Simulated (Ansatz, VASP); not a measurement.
One calculation of TiAl3, two programs

```
Ti Al
1.0
     3.81752    0.00000    0.00000
     0.00000    3.81752    0.00000
     0.00000    0.00000    5.39434
Ti Al
1 3
Direct
  0.00000 0.00000 0.50000
  0.50000 0.50000 0.00000
  0.50000 0.50000 0.50000
  0.00000 0.00000 0.00000
```

Alike in both runs: functional PBE; k mesh 12 × 12 × 10; occupations gaussian, width 0.1 eV; no spin polarisation.

Ansatz relaxed the structure, and its values are those at the end. VASP's run is a single point on that final structure, the one shown.

|  | VASP | Ansatz |
| --- | --- | --- |
| version | VASP 6.6.1 | Ansatz 0.2.0 |
| potentials or method | VASP PAW PBE potentials, release 64 (Ti_sv, Al), cutoff 520 eV | scalar-relativistic, plane waves, PAW |
| valence electrons in the cell | 21 | 21 |

```tsv
	VASP	Ansatz	Ansatz less VASP
gap on the k mesh at the Fermi level (eV)	none	none	-
pressure (GPa)	0.0	0.0	+0.03
```

A gap of «none» marks a metal or a gap that the smearing closes. The functional is the same, so the differences come from potentials, cutoffs and numerics.
